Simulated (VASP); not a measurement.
Wanted: the native input for a VASP 6.6.1 run.

```
Task                   : single point
Functional             : PBE
Potentials or basis    : VASP PAW PBE potentials, release 64 (Ti_sv, O)
Cutoff                 : 520 eV
k mesh                 : 4 × 4 × 1
Occupations            : gaussian, width 0.1 eV
Spin                   : no spin polarisation
Dipole correction      : yes
Further INCAR settings : LREAL = Auto; ALGO = Normal; EDIFF = 1e-07; NBANDS = 113
```

The structure of Ti16O lies in POSCAR:

```
Ti16O
1.0
    6.5106718524      0.0000000000      0.0000000000
    0.0000000000      6.5106718524      0.0000000000
    0.0000000000      0.0000000000     20.1793683656
Ti O
16 1
Direct
    0.2500000000      0.2500000000      0.1982222599
    0.2500000000      0.7500000000      0.1982222599
    0.7500000000      0.2500000000      0.1982222599
    0.7500000000      0.7500000000      0.1982222599
    0.0000000000      0.0000000000      0.2788822654
    0.0000000000      0.5000000000      0.2788822654
    0.5000000000      0.0000000000      0.2788822654
    0.5000000000      0.5000000000      0.2788822654
    0.2500000000      0.2500000000      0.3551865505
    0.2500000000      0.7500000000      0.3551865505
    0.7500000000      0.2500000000      0.3551865505
    0.7500000000      0.7500000000      0.3551865505
    0.0000000000      0.0000000000      0.4301110029
    0.0000000000      0.5000000000      0.4301110029
    0.5000000000      0.0000000000      0.4301110029
    0.5000000000      0.5000000000      0.4301110029
    0.0000000000      0.0000000000      0.5132078482
```

The input as run:

INCAR

```
ALGO = Normal
DIPOL = 0.5 0.5 0.327
EDIFF = 1E-7
ENCUT = 520
GGA = PE
IDIPOL = 3
ISIF = 2
ISMEAR = 0
LASPH = True
LCHARG = False
LDIPOL = True
LREAL = Auto
LWAVE = False
NBANDS = 113
NELM = 100
PREC = Accurate
SIGMA = 0.1
```

KPOINTS

```
k-points
0
Gamma
  4 4 1
```

Potentials or basis: VASP PAW PBE potentials, release 64 (Ti_sv, O).

Command:

```bash
$ cat potpaw_PBE.64/Ti_sv/POTCAR potpaw_PBE.64/O/POTCAR > POTCAR
$ mpirun -np 1 vasp_std > vasp.out
```

Results of the run:

- Largest force: 1.530 eV/Å
- Band gap on the k mesh: zero (bands 99 and 100 overlap by 0.13 eV)

Run time: 31 min on 1 thread of Oxide Virtual Turin-like Processor, with other jobs on the host, peak memory 0.85 GiB.
